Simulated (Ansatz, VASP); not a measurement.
## Se in VASP and in Ansatz

```
Se
1.0
     3.74551    0.00000    0.00000
    -1.87275    3.24371    0.00000
     0.00000    0.00000    7.34551
Se
4
Direct
  0.00000 0.00000 0.00000
  0.00000 0.00000 0.50000
  0.33333 0.66667 0.25000
  0.66667 0.33333 0.75000
```

Alike in both runs: task single point; functional PBEsol; k mesh 11 × 11 × 5; occupations fermi-dirac, width 0.1 eV; no spin polarisation.

```csv
,VASP,Ansatz
version,VASP 6.6.1,Ansatz 0.2.0
potentials or method,"VASP PAW PBE potentials, release 64 (Se), cutoff 520 eV","plane waves (420 eV) with PAW, scalar-relativistic"
valence electrons in the cell,24,64
```

|  | VASP | Ansatz | Ansatz less VASP |
| --- | --- | --- | --- |
| pressure (GPa) | -2.6 | -2.7 | -0.07 |
| traceless stress, the component that is largest in VASP (GPa) | -0.21 | -0.23 | -0.026 |

VASP's potentials were made for PBE, not for PBEsol, and Ansatz warns of the same on its side. With one functional, cell and mesh, what is left measures potentials, basis and numerics. VASP's potentials hold 24 valence electrons a cell and Ansatz's 64, so a difference there can come from the potentials and not from the codes.
